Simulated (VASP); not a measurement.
# CdF2 (I4/mmm) in VASP: a series of runs

Runs on CdF2. Level: PBE. Tasks: single point.

Program: VASP 6.6.1. These are calculated values, not measurements. Logs are shortened: lines on timing, memory, paths and dates and some standing lists are left out, and cuts for length are marked.

## 1. The cell of the first run

Symmetry: I4/mmm, No. 139, tetragonal system. The conventional cell has a = 3.810 Å, b = 3.810 Å, c = 4.984 Å, α = 90.00°, β = 90.00°, γ = 90.00°. Within 3.0 Å of Cd (site symmetry 4/mmm) lie 8 F at 2.28 Å. F (site symmetry -4m2) has 4 Cd at 2.28 Å and 6 F at 2.49 to 2.69 Å within 3.0 Å.

## 2. Single point, PBE (strain -0.0750 x Voigt [1, 0, 0, 0, 0, 0])

File INCAR:

```
SYSTEM = CdF2
ALGO = Normal
EDIFF = 1E-6
ENCUT = 520
GGA = PE
ISIF = 2
ISMEAR = 0
LASPH = .True.
LCHARG = .False.
LREAL = .False.
LWAVE = .False.
NBANDS = 20
NELM = 100
PREC = Accurate
SIGMA = 0.05
```

File KPOINTS:

```
k-points
0
Gamma
  8 8 8
  0 0 0
```

File POSCAR:

```
CdF2
1.0
    0.0000000000      2.6940000000      2.6940000000
    2.4919500000      0.0000000000      2.6940000000
    2.4919500000      2.6940000000      0.0000000000
Cd F
1 2
Direct
    0.0000000000      0.0000000000      0.0000000000
    0.2500000000      0.2500000000      0.2500000000
    0.7500000000      0.7500000000      0.7500000000
```

Potentials or basis: VASP PAW PBE potentials, release 64 (Cd, F).

Started as:

```sh
$ cat potpaw_PBE.64/Cd/POTCAR potpaw_PBE.64/F/POTCAR > POTCAR
$ mpirun -np 1 vasp_std > vasp.out
```

OUTCAR:

```text
SYSTEM = CdF2
   EDIFF = 1E-6
   ENCUT = 520
   GGA = PE
   ISIF = 2
   ISMEAR = 0
   LASPH = .True.
   LREAL = .False.
   NELM = 100
   PREC = Accurate

 ion  position               nearest neighbor table
   1  0.000  0.000  0.000-   3 2.28   3 2.28   2 2.28   3 2.28   2 2.28   2 2.28   3 2.28   2 2.28

   2  0.250  0.250  0.250-   1 2.28   1 2.28   1 2.28   1 2.28
   3  0.750  0.750  0.750-   1 2.28   1 2.28   1 2.28   1 2.28

  LATTYP: Found a body centered tetragonal cell.
 ALAT       =     3.8098913370
 C/A-ratio  =     1.3081475452

  Lattice vectors:

 A1 = (  -2.4919500000,   0.0000000000,  -2.6940000000)
 A2 = (  -2.4919500000,   0.0000000000,   2.6940000000)
 A3 = (   2.4919500000,   2.6940000000,   0.0000000000)

Analysis of symmetry for initial positions (statically):
=====================================================================
 Subroutine PRICEL returns:
 Original cell was already a primitive cell.

 Routine SETGRP: Setting up the symmetry group for a
 body centered tetragonal supercell.

 Subroutine GETGRP returns: Found 16 space group operations
 (whereof 16 operations were pure point group operations)
 out of a pool of 16 trial point group operations.

The static configuration has the point symmetry D_4h.

Analysis of symmetry for dynamics (positions and initial velocities):
=====================================================================
 Subroutine PRICEL returns:
 Original cell was already a primitive cell.

 Routine SETGRP: Setting up the symmetry group for a
 body centered tetragonal supercell.

 Subroutine GETGRP returns: Found 16 space group operations
 (whereof 16 operations were pure point group operations)
 out of a pool of 16 trial point group operations.

The dynamic configuration has the point symmetry D_4h.

 Subroutine INISYM returns: Found 16 space group operations
 (whereof 16 operations are pure point group operations),
 and found     1 'primitive' translations

----------------------------------------------------------------------------------------

                                     Primitive cell

  volume of cell :      36.1713

  direct lattice vectors                    reciprocal lattice vectors
     0.000000000  2.694000000  2.694000000    -0.200646080  0.185597624  0.185597624
     2.491950000  0.000000000  2.694000000     0.200646080 -0.185597624  0.185597624
[... 79 lines left out ...]
   ISTART =      0    job   : 0-new  1-cont  2-samecut
   ICHARG =      2    charge: 1-file 2-atom 10-const
   ISPIN  =      1    spin polarized calculation?
   LNONCOLLINEAR =      F non collinear calculations
   LSORBIT =      F    spin-orbit coupling
   LASPH  =      T    aspherical Exc in radial PAW
   ENCUT  =  520.0 eV  38.22 Ry    6.18 a.u.   7.08  6.82  6.82*2*pi/ulx,y,z
   NELM   =    100;   NELMIN=  2; NELMDL= -5     # of ELM steps
   EDIFF  = 0.1E-05   stopping-criterion for ELM
   LREAL  =      F    real-space projection
   EDIFFG = 0.1E-04   stopping-criterion for IOM
   NSW    =      0    number of steps for IOM
   IBRION =     -1    ionic relax: 0-MD 1-quasi-New 2-CG
   NFREE  =      0    steps in history (QN), initial steepest desc. (CG)
   ISIF   =      2    stress and relaxation
   ISYM   =      2    0-nonsym 1-usesym 2-fastsym
   POTIM  = 0.5000    time-step for ionic-motion
   TEBEG  =    0.0;   TEEND  =   0.0 temperature during run
   PSTRESS=    0.0 pullay stress
   NELECT =      26.0000    total number of electrons
   NUPDOWN=      -1.0000    fix difference up-down
   EMIN   =  10.00;   EMAX   =-10.00  energy-range for DOS
   EFERMI =   0.00;   METHOD = LEGACY
   ISMEAR =     0;   SIGMA  =   0.05  broadening in eV -4-tet -1-fermi 0-gaus
   EFERMI_NEDOS =   21; number of points for ismear=-14 and -15
   IALGO  =     38    algorithm
   IMIX   =      4    mixing-type and parameters
     AMIX     =   0.40;   BMIX     =  1.00
     AMIX_MAG =   1.60;   BMIX_MAG =  1.00
  volume/ion in A,a.u.               =      12.06        81.37
  Fermi-wavevector in a.u.,A,eV,Ry     =   1.466486  2.771256 29.260414  2.150580
  Thomas-Fermi vector in A             =   2.582217
   LORBIT       =      0    0 simple, 1 ext, 2 COOP (PROOUT), +10 PAW based schemes
   GGA     = PE    functional components
   LHFCALC =     F    Hartree Fock is set to
   AEXX    =    0.0000 exact exchange contribution
   IVDW    =     0    specifies the selected vdW correction
   LEPSILON=     F    determine dielectric tensor
   LRPA    =     F    only Hartree local field effects (RPA)
 non-spin polarized calculation
 Gauss-broadening in eV      SIGMA  =   0.05
  energy-cutoff  :      520.00
  volume of cell :       36.17
 maximum number of plane-waves:       988
   NGX = 15   NGY = 13   NGZ = 13

 number of electron      26.0000013 magnetization

 Free energy of the ion-electron system (eV)
  ---------------------------------------------------
  ext. energy  EPLUGINS =         0.00000000
  ---------------------------------------------------
  free energy    TOTEN  =       -10.58818581 eV

  energy without entropy =      -10.58818581  energy(sigma->0) =      -10.58818581

 E-fermi :  -0.2309     XC(G=0): -10.8480

 val. band max:       -0.5514341984   @ k =  -0.3750   0.5000   0.1250
 cond. band min:       2.6095444742   @ k =   0.0000   0.0000   0.0000
 fundamental gap:      3.1609786726
 Fermi energy:        -0.2309481135

 k-point     1 :       0.0000    0.0000    0.0000
  band No.  band energies     occupation
      1     -21.9463      2.00000
      2     -20.5672      2.00000
      3      -6.5823      2.00000
      4      -6.5823      2.00000
      5      -6.5723      2.00000
      6      -5.0623      2.00000
[... 541 lines left out ...]
     19      17.7273      0.00000
     20      21.3733      0.00000

 [... further k-points ...]
[... 5 lines left out ...]
  --------------------------------------------------------------------------------------
  -------------------------------------------------------------------------------------
  Total        5.3711468      3.2847241      3.2847241     -0.0000000      0.0000000      0.0000000
  in kB      237.9102199    145.4939649    145.4939649     -0.0000000      0.0000000      0.0000000
  external PRESSURE =     176.2993832 kB  Pullay stress =       0.0000000 kB

 VOLUME and BASIS-vectors are now :
 -----------------------------------------------------------------------------
  energy-cutoff  :      520.00
  volume of cell :       36.17
      direct lattice vectors                 reciprocal lattice vectors
     0.000000000  2.694000000  2.694000000    -0.200646080  0.185597624  0.185597624
     2.491950000  0.000000000  2.694000000     0.200646080 -0.185597624  0.185597624
     2.491950000  2.694000000  0.000000000     0.200646080  0.185597624 -0.185597624

 POSITION                                       TOTAL-FORCE (eV/Angst)
 -----------------------------------------------------------------------------------
      0.00000      0.00000      0.00000         0.000000     -0.000000      0.000000
      1.24598      1.34700      1.34700        -0.000000     -0.000000     -0.000000
      3.73793      4.04100      4.04100         0.000000      0.000000      0.000000
 -----------------------------------------------------------------------------------
    total drift:                                0.000000      0.000000      0.000000

  FREE ENERGIE OF THE ION-ELECTRON SYSTEM (eV)
  ---------------------------------------------------
  free  energy   TOTEN  =       -10.5881858067 eV

  energy  without entropy=      -10.5881858067  energy(sigma->0) =      -10.58818581
```

Run time: 54 s. Hardware: 1 thread of Intel Xeon Platinum 8375C at 2.90GHz (Ice Lake), shared host; peak memory 0.18 GiB.

What came out:

```
Free energy            : -10.5882 eV
Pressure               : 17.6 GPa
Band gap on the k mesh : 3.16 eV, indirect (least direct gap 3.60 eV)
```

Stress tensor (GPa, compression positive):
```
23.79  0.00  0.00
 0.00 14.55  0.00
 0.00  0.00 14.55
```

Caveat: the cell differs from its parent crystal (strain -0.0750 x Voigt [1, 0, 0, 0, 0, 0]).

## 3. Single point, PBE (strain -0.0375 x Voigt [1, 0, 0, 0, 0, 0])

File INCAR:

```
SYSTEM = CdF2
PREC = Accurate
ENCUT = 520
EDIFF = 1E-7
ISMEAR = 0
SIGMA = 0.05
LREAL = .False.
LASPH = .True.
NELM = 100
ALGO = Normal
ISIF = 2
LWAVE = .False.
LCHARG = .False.
GGA = PE
NBANDS = 20
```

File KPOINTS:

```
Automatic mesh
0
Gamma
  8 8 8
  0 0 0
```

File POSCAR:

```
CdF2
1.0
    0.0000000000      2.6940000000      2.6940000000
    2.5929750000      0.0000000000      2.6940000000
    2.5929750000      2.6940000000      0.0000000000
Cd F
1 2
Direct
    0.0000000000      0.0000000000      0.0000000000
    0.2500000000      0.2500000000      0.2500000000
    0.7500000000      0.7500000000      0.7500000000
```

Potentials or basis: VASP PAW PBE potentials, release 64 (Cd, F).

Started as:

```sh
$ cat potpaw_PBE.64/Cd/POTCAR potpaw_PBE.64/F/POTCAR > POTCAR
$ mpirun -np 1 vasp_std > vasp.out
```

Wall time 59 s (1 thread of Intel Xeon Platinum 8375C at 2.90GHz (Ice Lake), shared host); peak memory 0.18 GiB.

Results (log left out):

```
Free energy            : -10.7640 eV
Pressure               : 11.3 GPa
Band gap on the k mesh : 3.16 eV, indirect (least direct gap 3.60 eV)
```

Stress tensor (GPa, compression positive):
```
14.18  0.00  0.00
 0.00  9.90  0.00
 0.00  0.00  9.90
```

Levels at points of the mesh, in eV from the valence-band top:
```
           k point  band 11  band 12  band 13  band 14  band 15  band 16
(0.00, 0.00, 0.00)    -0.57    -0.44    -0.44     3.16    12.79    12.89
(0.50, 0.00, 0.00)    -1.96    -0.41    -0.39     7.42     9.23    14.65
(0.50, 0.50, 0.00)    -0.67    -0.17    -0.04     8.30     9.85    11.97
(0.00, 0.50, 0.50)    -0.44    -0.16    -0.16     8.20     9.77    12.01
```

Caveat: the cell differs from its parent crystal (strain -0.0375 x Voigt [1, 0, 0, 0, 0, 0]). A k mesh can miss the band edges.

## 4. Single point, PBE (strain +0.0750 x Voigt [1, 0, 0, 0, 0, 0])

File INCAR:

```
PREC = Accurate ; ENCUT = 520
EDIFF = 1E-7 ; ISMEAR = 0
SIGMA = 0.05 ; LREAL = F
LASPH = T ; NELM = 80
ALGO = Normal ; ISIF = 2
LWAVE = F ; LCHARG = F
GGA = PE ; NBANDS = 20
```

File KPOINTS:

```
Automatic mesh
0
Gamma
  8 8 8
```

File POSCAR:

```
CdF2
1.0
    0.0000000000      2.6940000000      2.6940000000
    2.8960500000      0.0000000000      2.6940000000
    2.8960500000      2.6940000000      0.0000000000
Cd F
1 2
Direct
    0.0000000000      0.0000000000      0.0000000000
    0.2500000000      0.2500000000      0.2500000000
    0.7500000000      0.7500000000      0.7500000000
```

Potentials or basis: VASP PAW PBE potentials, release 64 (Cd, F).

Started as:

```sh
$ cat potpaw_PBE.64/Cd/POTCAR potpaw_PBE.64/F/POTCAR > POTCAR
$ mpirun -np 1 vasp_std > vasp.out
```

OUTCAR:

```text
PREC = Accurate
   ENCUT = 520
   EDIFF = 1E-7
   ISMEAR = 0
   LREAL = F
   LASPH = T
   NELM = 80
   ISIF = 2
   GGA = PE

 ion  position               nearest neighbor table
   1  0.000  0.000  0.000-   2 2.39   3 2.39   3 2.39   3 2.39   3 2.39   2 2.39   2 2.39   2 2.39

   2  0.250  0.250  0.250-   1 2.39   1 2.39   1 2.39   1 2.39
   3  0.750  0.750  0.750-   1 2.39   1 2.39   1 2.39   1 2.39

  LATTYP: Found a body centered tetragonal cell.
 ALAT       =     3.8098913370
 C/A-ratio  =     1.5202795796

  Lattice vectors:

 A1 = (   2.8960500000,   0.0000000000,   2.6940000000)
 A2 = (   2.8960500000,   0.0000000000,  -2.6940000000)
 A3 = (  -2.8960500000,   2.6940000000,   0.0000000000)

Analysis of symmetry for initial positions (statically):
=====================================================================
 Subroutine PRICEL returns:
 Original cell was already a primitive cell.

 Routine SETGRP: Setting up the symmetry group for a
 body centered tetragonal supercell.

 Subroutine GETGRP returns: Found 16 space group operations
 (whereof 16 operations were pure point group operations)
 out of a pool of 16 trial point group operations.

The static configuration has the point symmetry D_4h.

Analysis of symmetry for dynamics (positions and initial velocities):
=====================================================================
 Subroutine PRICEL returns:
 Original cell was already a primitive cell.

 Routine SETGRP: Setting up the symmetry group for a
 body centered tetragonal supercell.

 Subroutine GETGRP returns: Found 16 space group operations
 (whereof 16 operations were pure point group operations)
 out of a pool of 16 trial point group operations.

The dynamic configuration has the point symmetry D_4h.

 Subroutine INISYM returns: Found 16 space group operations
 (whereof 16 operations are pure point group operations),
 and found     1 'primitive' translations

[... 113 lines left out ...]
   IALGO  =     38    algorithm
   IMIX   =      4    mixing-type and parameters
     AMIX     =   0.40;   BMIX     =  1.00
     AMIX_MAG =   1.60;   BMIX_MAG =  1.00
  volume/ion in A,a.u.               =      14.01        94.56
  Fermi-wavevector in a.u.,A,eV,Ry     =   1.394833  2.635852 26.470937  1.945559
  Thomas-Fermi vector in A             =   2.518344
   LORBIT       =      0    0 simple, 1 ext, 2 COOP (PROOUT), +10 PAW based schemes
   GGA     = PE    functional components
   LHFCALC =     F    Hartree Fock is set to
   AEXX    =    0.0000 exact exchange contribution
   IVDW    =     0    specifies the selected vdW correction
   LEPSILON=     F    determine dielectric tensor
   LRPA    =     F    only Hartree local field effects (RPA)
 non-spin polarized calculation
 Gauss-broadening in eV      SIGMA  =   0.05
  energy-cutoff  :      520.00
  volume of cell :       42.04
 maximum number of plane-waves:      1146
   NGX = 15   NGY = 15   NGZ = 15

 number of electron      26.0000000 magnetization

 Free energy of the ion-electron system (eV)
  ---------------------------------------------------
  ext. energy  EPLUGINS =         0.00000000
  ---------------------------------------------------
  free energy    TOTEN  =       -10.85762842 eV

  energy without entropy =      -10.85762842  energy(sigma->0) =      -10.85762842

 E-fermi :  -1.3880     XC(G=0): -10.0282

 val. band max:       -1.7257947589   @ k =   0.5000  -0.2500   0.2500
 cond. band min:       0.9437896020   @ k =   0.0000   0.0000   0.0000
 fundamental gap:      2.6695843608
 Fermi energy:        -1.3879518769

 k-point     1 :       0.0000    0.0000    0.0000
  band No.  band energies     occupation
      1     -22.2415      2.00000
      2     -21.3026      2.00000
      3      -7.2976      2.00000
      4      -7.2414      2.00000
      5      -7.2414      2.00000
      6      -6.3744      2.00000
[... 541 lines left out ...]
     19      16.3200      0.00000
     20      18.1001      0.00000

 [... further k-points ...]

------------------------ aborting loop because EDIFF is reached ----------------------------------------

  FORCE on cell =-STRESS in cart. coord.  units (eV):
  Direction    XX          YY          ZZ          XY          YZ          ZX
  --------------------------------------------------------------------------------------
  -------------------------------------------------------------------------------------
  Total       -1.6812966      0.2709519      0.2709519      0.0000000      0.0000000     -0.0000000
  in kB      -64.0801753     10.3269372     10.3269372      0.0000000      0.0000000     -0.0000000
  external PRESSURE =     -14.4754336 kB  Pullay stress =       0.0000000 kB

 VOLUME and BASIS-vectors are now :
 -----------------------------------------------------------------------------
  energy-cutoff  :      520.00
  volume of cell :       42.04
      direct lattice vectors                 reciprocal lattice vectors
     0.000000000  2.694000000  2.694000000    -0.172648953  0.185597624  0.185597624
     2.896050000  0.000000000  2.694000000     0.172648953 -0.185597624  0.185597624
     2.896050000  2.694000000  0.000000000     0.172648953  0.185597624 -0.185597624

 POSITION                                       TOTAL-FORCE (eV/Angst)
 -----------------------------------------------------------------------------------
      0.00000      0.00000      0.00000         0.000000     -0.000000      0.000000
      1.44802      1.34700      1.34700         0.000000     -0.000000     -0.000000
      4.34408      4.04100      4.04100        -0.000000      0.000000      0.000000
 -----------------------------------------------------------------------------------
    total drift:                                0.000000      0.000000      0.000000

  FREE ENERGIE OF THE ION-ELECTRON SYSTEM (eV)
  ---------------------------------------------------
  free  energy   TOTEN  =       -10.8576284250 eV

  energy  without entropy=      -10.8576284250  energy(sigma->0) =      -10.85762842
```

OSZICAR:

```text
N       E                     dE             d eps       ncg     rms          rms(c)
DAV:   1     0.191798436513E+03    0.19180E+03   -0.15502E+04  2448   0.131E+03
DAV:   2    -0.432509826436E+01   -0.19612E+03   -0.18795E+03  2544   0.337E+02
DAV:   3    -0.126646842960E+02   -0.83396E+01   -0.83169E+01  2692   0.756E+01
DAV:   4    -0.127013012876E+02   -0.36617E-01   -0.36615E-01  2576   0.515E+00
DAV:   5    -0.127014392362E+02   -0.13795E-03   -0.13795E-03  2712   0.285E-01    0.943E+00
DAV:   6    -0.108338490303E+02    0.18676E+01   -0.43185E+00  3012   0.402E+01    0.666E+00
DAV:   7    -0.108802558525E+02   -0.46407E-01   -0.98390E-01  2444   0.881E+00    0.379E+00
DAV:   8    -0.108682078697E+02    0.12048E-01   -0.17846E-01  2484   0.371E+00    0.779E-01
DAV:   9    -0.108569135059E+02    0.11294E-01   -0.43697E-02  2824   0.228E+00    0.102E-01
DAV:  10    -0.108574858806E+02   -0.57237E-03   -0.32219E-03  2464   0.668E-01    0.134E-01
DAV:  11    -0.108576071391E+02   -0.12126E-03   -0.28350E-04  2592   0.168E-01    0.514E-02
DAV:  12    -0.108576269501E+02   -0.19811E-04   -0.87981E-05  2420   0.775E-02    0.193E-02
DAV:  13    -0.108576289305E+02   -0.19804E-05   -0.13563E-05  2596   0.298E-02    0.633E-03
DAV:  14    -0.108576283819E+02    0.54860E-06   -0.17792E-06  2528   0.156E-02    0.198E-03
DAV:  15    -0.108576284250E+02   -0.43064E-07   -0.12602E-07  2388   0.320E-03
   1 F= -.10857628E+02 E0= -.10857628E+02  d E =-.164176E-23
```

stdout:

```text
POSCAR found type information on POSCAR CdF
 POSCAR found :  2 types and       3 ions
 scaLAPACK will be used
 LDA part: xc-table for (Slater+PW92), standard interpolation
 POSCAR, INCAR and KPOINTS ok, starting setup
 FFT: planning ... GRIDC
 FFT: planning ... GRID_SOFT
 FFT: planning ... GRID
 WAVECAR not read
 entering main loop
```

It took 66 s on 1 thread of Intel Xeon Platinum 8375C at 2.90GHz (Ice Lake), shared host; peak memory 0.19 GiB.

What came out:

| Property | Result |
| --- | --- |
| Free energy | -10.8576 eV |
| Pressure | -1.4 GPa |
| Band gap on the k mesh | 2.67 eV, indirect (least direct gap 3.23 eV) |

Stress tensor (GPa, compression positive):
```
-6.41  0.00  0.00
 0.00  1.03  0.00
 0.00  0.00  1.03
```

Caveat: the cell differs from its parent crystal (strain +0.0750 x Voigt [1, 0, 0, 0, 0, 0]). A k mesh can miss the band edges.

## 5. Overview

| cell | gap on the mesh (eV) | pressure (GPa) |
| --- | --- | --- |
| a = 3.810, b = 3.670, c = 3.670 Å, angles 62.5, 58.7, 58.7°, 3 atoms | 3.16 | 17.6 |
| a = 3.810, b = 3.739, c = 3.739 Å, angles 61.3, 59.4, 59.4°, 3 atoms | 3.16 | 11.3 |
| a = 3.810, b = 3.955, c = 3.955 Å, angles 57.6, 61.2, 61.2°, 3 atoms | 2.67 | -1.4 |

Alike in all rows: task single point; level PBE; potentials or basis VASP PAW PBE potentials, release 64 (Cd, F); no spin polarisation; k mesh 8 × 8 × 8; cutoff (eV) 520; smearing gaussian 0.05 eV.

Total energies depend on the potentials used, so only differences within one code and one set of settings carry meaning.
